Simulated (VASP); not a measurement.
Input of a VASP 6.6.1 run:

File INCAR:

```
ALGO     = Fast           # electronic algorithm
EDIFF    = 1E-6           # SCF threshold, eV
ENCUT    = 520            # plane-wave cutoff, eV
GGA      = PS             # functional
ISIF     = 2              # what is computed and relaxed
ISMEAR   = 0              # smearing method
LASPH    = T              # aspherical terms in the spheres
LCHARG   = F              # write CHGCAR
LREAL    = F              # projectors in reciprocal space
LWAVE    = F              # write WAVECAR
NBANDS   = 25             # bands
NELM     = 80             # most SCF steps
PREC     = Accurate       # precision mode
SIGMA    = 0.15           # smearing width, eV
```

Contents of KPOINTS:

```
k-points
0
Gamma
  12 12 14
```

The input POSCAR:

```
Ti
1.0
    4.6233000000      0.0000000000      0.0000000000
   -2.3116500000      4.0038952493      0.0000000000
    0.0000000000      0.0000000000      2.4625000000
Ti
3
Direct
    0.0000000000      0.0000000000      0.0000000000
    0.3333333333      0.6666666667      0.5000000000
    0.6666666667      0.3333333333      0.5000000000
```

Potentials or basis: VASP PAW PBE potentials, release 64 (Ti_sv).

Run with:

```sh
$ cat potpaw_PBE.64/Ti_sv/POTCAR > POTCAR
$ mpirun -np 1 vasp_std > vasp.out
```

**Question.** What does it give for the band gap on the k mesh?

**Answer.** Zero (bands 18 and 19 overlap by 1.07 eV).

**Question.** Predict the pressure.

**Answer.** 11.0 GPa.

Stress tensor (GPa, compression positive):
```
 8.98  0.00  0.00
 0.00  8.98  0.00
 0.00  0.00 15.16
```

Caveat: the cell stands under pressure; the PAW data sets were made with another functional, which shifts forces and pressure a little.
